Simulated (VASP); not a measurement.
VSi2: single point with PBE

The system is VSi2.

```
CELL_PARAMETERS angstrom
4.53480 0.00000 0.00000
-2.26740 3.92725 0.00000
0.00000 0.00000 6.31890
ATOMIC_POSITIONS crystal
V 0.00000 0.50000 0.16667
V 0.50000 0.50000 0.83333
V 0.50000 0.00000 0.50000
Si 0.83751 0.67501 0.50000
Si 0.16249 0.83751 0.83333
Si 0.67501 0.83751 0.16667
Si 0.16249 0.32499 0.50000
Si 0.83751 0.16249 0.83333
Si 0.32499 0.16249 0.16667
```

```json
{
 "Program": "VASP 6.6.1",
 "Task": "single point",
 "Functional": "PBE",
 "Potentials or basis": "VASP PAW PBE potentials, release 64 (V_sv, Si)",
 "Cutoff": "520 eV",
 "k mesh": "6 × 6 × 4",
 "Occupations": "gaussian, width 0.1 eV",
 "Spin": "collinear spin, ferromagnetic start",
 "Starting moments": "[2.0, 2.0, 2.0, 0.0, 0.0, 0.0, 0.0, 0.0, 0.0] μB",
 "Dipole correction": "no",
 "Further INCAR settings": "ALGO = Normal; EDIFF = 1e-07; NBANDS = 46"
}
```

- Pressure: 3.9 GPa
- Largest force: 0.081 eV/Å
- Net moment: 0.00 μB per cell
- Valence electrons inside the program's atomic spheres: V 11.73; Si 1.65

Forces on the atoms (eV/Å):
```
V    0.000  0.000  0.000
V    0.000  0.000  0.000
V    0.000  0.000  0.000
Si   0.000 -0.081  0.000
Si   0.070 -0.041  0.000
Si  -0.070 -0.041  0.000
Si   0.000  0.081  0.000
Si  -0.070  0.041  0.000
Si   0.070  0.041  0.000
```

Stress tensor (GPa, compression positive):
```
3.48 0.00 0.00
0.00 3.48 0.00
0.00 0.00 4.84
```

Levels at points of the mesh, in eV from the Fermi level:
Spin up:
```
           k point  band 29  band 30  band 31  band 32  band 33  band 34  band 35  band 36
(0.00, 0.00, 0.00)    -2.14    -1.83    -1.83    -1.72     0.38     2.15     2.49     2.49
(0.50, 0.00, 0.00)    -0.71    -0.58    -0.12     0.04     0.43     1.07     1.44     1.50
(0.00, 0.00, 0.50)    -1.89    -1.89    -1.60     0.57     0.57     2.14     2.52     2.56
(0.50, 0.00, 0.50)    -1.43    -1.28    -0.46    -0.06     0.85     1.31     1.77     1.83
```
Spin down:
```
           k point  band 30  band 31  band 32  band 33  band 34  band 35
(0.00, 0.00, 0.00)    -1.83    -1.83    -1.72     0.38     2.15     2.49
(0.50, 0.00, 0.00)    -0.58    -0.12     0.04     0.43     1.07     1.44
(0.00, 0.00, 0.50)    -1.89    -1.60     0.57     0.57     2.14     2.52
(0.50, 0.00, 0.50)    -1.28    -0.46    -0.06     0.85     1.31     1.77
```

It took 4.6 min on 1 thread of Oxide Virtual Turin-like Processor, with other jobs on the host, peak memory 0.32 GiB.
